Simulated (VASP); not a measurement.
# TaN (F-43m) in VASP: notebook

The runs below take TaN through single point, with r2SCAN.

Everything below comes from runs of VASP 6.6.1. Logs are shortened: lines on timing, memory, paths and dates and some standing lists are left out, and cuts for length are marked.

## 1. The cell of the first run

The structure is cubic, space group F-43m (No. 216). Conventional cell: a = 4.669 Å, b = 4.669 Å, c = 4.669 Å, α = 90.00°, β = 90.00°, γ = 90.00°. Ta (site symmetry -43m) has 4 N at 2.02 Å within 2.7 Å. N (site symmetry -43m) has 4 Ta at 2.02 Å within 2.7 Å.

## 2. Single point, r2SCAN, collinear spin, ferromagnetic start (volume scaled by 0.960)

The input, POSCAR:

```
TaN
1.0
    0.0000000000      2.3345213817      2.3345213817
    2.3345213817      0.0000000000      2.3345213817
    2.3345213817      2.3345213817      0.0000000000
Ta N
1 1
Direct
    0.0000000000      0.0000000000      0.0000000000
    0.2500000000      0.2500000000      0.2500000000
```

The input, INCAR.step1:

```
PREC = Accurate
ENCUT = 660
ISMEAR = 0
SIGMA = 0.05
LREAL = F
LASPH = T
NELM = 200
ISPIN = 2
MAGMOM = 0.05 0
LMAXMIX = 4
NBANDS = 19
GGA = PE
ALGO = Normal
EDIFF = 1E-5
LWAVE = T
LCHARG = F
GGA_COMPAT = F
```

The input, INCAR.step2:

```
PREC = Accurate
ENCUT = 660
EDIFF = 1E-6
ISMEAR = 0
SIGMA = 0.05
LREAL = F
LASPH = T
NELM = 200
ALGO = Normal
ISIF = 2
LWAVE = F
LCHARG = F
ISPIN = 2
MAGMOM = 0.05 0
LORBIT = 11
LMAXMIX = 4
METAGGA = R2SCAN
LMIXTAU = T
NBANDS = 19
ISTART = 1
GGA_COMPAT = F
```

The input, KPOINTS:

```
Automatic mesh
0
Gamma
  12 12 12
```

Potentials or basis: VASP PAW PBE potentials, release 64 (Ta_pv, N).

Run with:

```bash
cat potpaw_PBE.64/Ta_pv/POTCAR potpaw_PBE.64/N/POTCAR > POTCAR
cp INCAR.step1 INCAR
mpirun -np 1 vasp_std > vasp.out
cp INCAR.step2 INCAR
mpirun -np 1 vasp_std > vasp.out
```

OUTCAR:

```text
PREC = Accurate
   ENCUT = 660
   EDIFF = 1E-6
   ISMEAR = 0
   LREAL = F
   LASPH = T
   NELM = 200
   ISIF = 2
   ISPIN = 2
   LORBIT = 11
   METAGGA = R2SCAN
   ISTART = 1

 ion  position               nearest neighbor table
   1  0.000  0.000  0.000-   2 2.02   2 2.02   2 2.02   2 2.02
   2  0.250  0.250  0.250-   1 2.02   1 2.02   1 2.02   1 2.02

  LATTYP: Found a face centered cubic cell.
 ALAT       =     4.6690427634

  Lattice vectors:

 A1 = (   0.0000000000,   2.3345213817,   2.3345213817)
 A2 = (   2.3345213817,   0.0000000000,   2.3345213817)
 A3 = (   2.3345213817,   2.3345213817,   0.0000000000)

Analysis of symmetry for initial positions (statically):
=====================================================================
 Subroutine PRICEL returns:
 Original cell was already a primitive cell.

 Routine SETGRP: Setting up the symmetry group for a
 face centered cubic supercell.

 Subroutine GETGRP returns: Found 24 space group operations
 (whereof 24 operations were pure point group operations)
 out of a pool of 48 trial point group operations.

The static configuration has the point symmetry T_d .

Analysis of symmetry for dynamics (positions and initial velocities):
=====================================================================
 Subroutine PRICEL returns:
 Original cell was already a primitive cell.

 Routine SETGRP: Setting up the symmetry group for a
 face centered cubic supercell.

 Subroutine GETGRP returns: Found 24 space group operations
 (whereof 24 operations were pure point group operations)
 out of a pool of 48 trial point group operations.

The dynamic configuration has the point symmetry T_d .

Analysis of structural, dynamic, and magnetic symmetry:
=====================================================================
 Subroutine PRICEL returns:
 Original cell was already a primitive cell.

 Routine SETGRP: Setting up the symmetry group for a
 face centered cubic supercell.

 Subroutine GETGRP returns: Found 24 space group operations
 (whereof 24 operations were pure point group operations)
 out of a pool of 48 trial point group operations.

The overall configuration has the point symmetry T_d .

 Subroutine INISYM returns: Found 24 space group operations
 (whereof 24 operations are pure point group operations),
 and found     1 'primitive' translations

----------------------------------------------------------------------------------------

                                     Primitive cell

  volume of cell :      25.4462

  direct lattice vectors                    reciprocal lattice vectors
     0.000000000  2.334521382  2.334521382    -0.214176663  0.214176663  0.214176663
     2.334521382  0.000000000  2.334521382     0.214176663 -0.214176663  0.214176663
     2.334521382  2.334521382  0.000000000     0.214176663  0.214176663 -0.214176663

  length of vectors
     3.301511800  3.301511800  3.301511800     0.370964863  0.370964863  0.370964863

  position of ions in fractional coordinates (direct lattice)
     0.000000000  0.000000000  0.000000000
     0.250000000  0.250000000  0.250000000

  ion indices of the primitive-cell ions
   primitive index   ion index
                 1           1
                 2           2

----------------------------------------------------------------------------------------

 KPOINTS: Automatic mesh

Automatic generation of k-mesh.
 Grid dimensions read from file:
 generate k-points for:   12   12   12

 Generating k-lattice:

  Cartesian coordinates                     Fractional coordinates (reciprocal lattice)
    -0.017848055  0.017848055  0.017848055     0.083333333  0.000000000  0.000000000
     0.017848055 -0.017848055  0.017848055     0.000000000  0.083333333  0.000000000
     0.017848055  0.017848055 -0.017848055     0.000000000  0.000000000  0.083333333

  Length of vectors
     0.030913739  0.030913739  0.030913739

  Shift w.r.t. Gamma in fractional coordinates (k-lattice)
     0.000000000  0.000000000  0.000000000

 Subroutine IBZKPT returns following result:
 ===========================================

 Found     72 irreducible k-points:

 Following reciprocal coordinates:
            Coordinates               Weight
  0.000000  0.000000  0.000000      1.000000
  0.083333  0.000000  0.000000      8.000000
  0.166667  0.000000  0.000000      8.000000
  0.250000  0.000000  0.000000      8.000000
  0.333333  0.000000  0.000000      8.000000
  0.416667  0.000000  0.000000      8.000000
[... 16 lines left out ...]
  0.500000  0.166667  0.000000     24.000000
 -0.416667  0.166667  0.000000     24.000000
 [... further k-points ...]
   k-points           NKPTS =     72   k-points in BZ     NKDIM =     72   number of bands    NBANDS=     19
   number of dos      NEDOS =    301   number of ions     NIONS =      2
   total plane-waves  NPLWV =  21952
   dimension x,y,z NGX =    28 NGY =   28 NGZ =   28
   dimension x,y,z NGXF=    56 NGYF=   56 NGZF=   56
   ions per type =               1   1
   NGX,Y,Z   is equivalent  to a cutoff of  14.10, 14.10, 14.10 a.u.
   NGXF,Y,Z  is equivalent  to a cutoff of  28.20, 28.20, 28.20 a.u.
 SYSTEM =  unknown system
   PREC   = accura    normal or accurate (medium, high low for compatibility)
   ISTART =      1    job   : 0-new  1-cont  2-samecut
   ICHARG =      0    charge: 1-file 2-atom 10-const
   ISPIN  =      2    spin polarized calculation?
   LNONCOLLINEAR =      F non collinear calculations
   LSORBIT =      F    spin-orbit coupling
   LASPH  =      T    aspherical Exc in radial PAW
   ENCUT  =  660.0 eV  48.51 Ry    6.96 a.u.   6.92  6.92  6.92*2*pi/ulx,y,z
   NELM   =    200;   NELMIN=  2; NELMDL=  0     # of ELM steps
   EDIFF  = 0.1E-05   stopping-criterion for ELM
   LREAL  =      F    real-space projection
   EDIFFG = 0.1E-04   stopping-criterion for IOM
   NSW    =      0    number of steps for IOM
   IBRION =     -1    ionic relax: 0-MD 1-quasi-New 2-CG
   NFREE  =      0    steps in history (QN), initial steepest desc. (CG)
   ISIF   =      2    stress and relaxation
   ISYM   =      2    0-nonsym 1-usesym 2-fastsym
   POTIM  = 0.5000    time-step for ionic-motion
   TEBEG  =    0.0;   TEEND  =   0.0 temperature during run
   PSTRESS=    0.0 pullay stress
   NELECT =      16.0000    total number of electrons
   NUPDOWN=      -1.0000    fix difference up-down
   EMIN   =  10.00;   EMAX   =-10.00  energy-range for DOS
   EFERMI =   0.00;   METHOD = LEGACY
   ISMEAR =     0;   SIGMA  =   0.05  broadening in eV -4-tet -1-fermi 0-gaus
   EFERMI_NEDOS =   21; number of points for ismear=-14 and -15
   IALGO  =     38    algorithm
   IMIX   =      4    mixing-type and parameters
     AMIX     =   0.40;   BMIX     =  1.00
     AMIX_MAG =   1.60;   BMIX_MAG =  1.00
  volume/ion in A,a.u.               =      12.72        85.86
  Fermi-wavevector in a.u.,A,eV,Ry     =   1.402513  2.650366 26.763250  1.967043
  Thomas-Fermi vector in A             =   2.525267
   LORBIT       =     11    0 simple, 1 ext, 2 COOP (PROOUT), +10 PAW based schemes
   METAGGA = R2SCAN    functional components
   LHFCALC =     F    Hartree Fock is set to
   AEXX    =    0.0000 exact exchange contribution
   IVDW    =     0    specifies the selected vdW correction
   LEPSILON=     F    determine dielectric tensor
   LRPA    =     F    only Hartree local field effects (RPA)
 spin polarized calculation
 Gauss-broadening in eV      SIGMA  =   0.05
  energy-cutoff  :      660.00
  volume of cell :       25.45
 maximum number of plane-waves:      1002
   NGX = 13   NGY = 13   NGZ = 13

 number of electron      16.0000000 magnetization      -0.0000136

 number of electron      16.0000000 magnetization       0.0000001

 Free energy of the ion-electron system (eV)
  ---------------------------------------------------
  ext. energy  EPLUGINS =         0.00000000
  ---------------------------------------------------
  free energy    TOTEN  =       -59.32543364 eV

  energy without entropy =      -59.32360768  energy(sigma->0) =      -59.32452066

 E-fermi :   7.5162     XC(G=0): -13.1171

 val. band max:        7.5158081275   @ k =  -0.2500   0.4167   0.1667
 cond. band min:       7.5513980818   @ k =  -0.3333   0.4167   0.1667
 fundamental gap:      0.0355899543
 Fermi energy:         7.5161906874

 spin component 1

 k-point     1 :       0.0000    0.0000    0.0000
  band No.  band energies     occupation
      1     -29.4961      1.00000
      2     -29.4961      1.00000
      3     -29.4961      1.00000
      4     -11.6248      1.00000
      5      -0.3422      1.00000
      6      -0.3422      1.00000
[... 11 lines left out ...]
     18      23.1115      0.00000
     19      30.3338      0.00000
[... 485 lines left out ...]
 k-point    24 :      -0.4167    0.1667    0.0000
  band No.  band energies     occupation
      1     -30.0196      1.00000
      2     -29.6735      1.00000
      3     -29.5932      1.00000
      4     -10.1858      1.00000
      5      -0.1024      1.00000
      6       0.3104      1.00000
[... 11 lines left out ...]
     18      26.0923      0.00000
     19      29.5531      0.00000

 [... further k-points ...]

 spin component 2

 k-point     1 :       0.0000    0.0000    0.0000
  band No.  band energies     occupation
      1     -29.4961      1.00000
      2     -29.4961      1.00000
      3     -29.4961      1.00000
      4     -11.6248      1.00000
      5      -0.3422      1.00000
      6      -0.3422      1.00000
[... 11 lines left out ...]
     18      23.1115      0.00000
     19      30.3338      0.00000
[... 485 lines left out ...]
 k-point    24 :      -0.4167    0.1667    0.0000
  band No.  band energies     occupation
      1     -30.0196      1.00000
      2     -29.6735      1.00000
      3     -29.5932      1.00000
      4     -10.1858      1.00000
      5      -0.1024      1.00000
      6       0.3104      1.00000
[... 11 lines left out ...]
     18      26.0923      0.00000
     19      29.5531      0.00000

 [... further k-points ...]

------------------------ aborting loop because EDIFF is reached ----------------------------------------

  FORCE on cell =-STRESS in cart. coord.  units (eV):
  Direction    XX          YY          ZZ          XY          YZ          ZX
  --------------------------------------------------------------------------------------
  -------------------------------------------------------------------------------------
  Total        2.0908935      2.0908935      2.0908935      0.0000000      0.0000000      0.0000000
  in kB      131.6494143    131.6494143    131.6494143      0.0000000      0.0000000      0.0000000
  external PRESSURE =     131.6494143 kB  Pullay stress =       0.0000000 kB

 VOLUME and BASIS-vectors are now :
 -----------------------------------------------------------------------------
  energy-cutoff  :      660.00
  volume of cell :       25.45
      direct lattice vectors                 reciprocal lattice vectors
     0.000000000  2.334521382  2.334521382    -0.214176663  0.214176663  0.214176663
     2.334521382  0.000000000  2.334521382     0.214176663 -0.214176663  0.214176663
     2.334521382  2.334521382  0.000000000     0.214176663  0.214176663 -0.214176663

 POSITION                                       TOTAL-FORCE (eV/Angst)
 -----------------------------------------------------------------------------------
      0.00000      0.00000      0.00000        -0.000000     -0.000000     -0.000000
      1.16726      1.16726      1.16726         0.000000      0.000000      0.000000
 -----------------------------------------------------------------------------------
    total drift:                                0.000000      0.000000     -0.000000

  FREE ENERGIE OF THE ION-ELECTRON SYSTEM (eV)
  ---------------------------------------------------
  free  energy   TOTEN  =       -59.3254336370 eV

  energy  without entropy=      -59.3236076785  energy(sigma->0) =      -59.32452066

 total charge

# of ion       s       p       d       tot
------------------------------------------
    1        0.327   6.264   2.446   9.037
    2        1.267   2.586   0.000   3.854
--------------------------------------------------
tot          1.595   8.850   2.446  12.891

 magnetization (x)

# of ion       s       p       d       tot
------------------------------------------
    1       -0.000   0.000   0.000   0.000
    2       -0.000   0.000   0.000   0.000
--------------------------------------------------
tot         -0.000   0.000   0.000   0.000
```

Run time: 6.4 min. Hardware: 1 thread of Intel Xeon Platinum 8375C at 2.90GHz (Ice Lake), shared host; peak memory 0.24 GiB.

Results:

```
Free energy                                           : -59.3254 eV
Pressure                                              : 13.2 GPa
Band gap on the k mesh                                : zero (filled and empty bands overlap)
Net moment                                            : 0.00 μB per cell
Valence electrons inside the program's atomic spheres : Ta 9.04; N 3.85
```

Caveat: the PAW data sets were made with another functional, which shifts forces and pressure a little; spin-orbit coupling is left out, which moves the levels of the heavy elements.

[end of part 1 of 2]
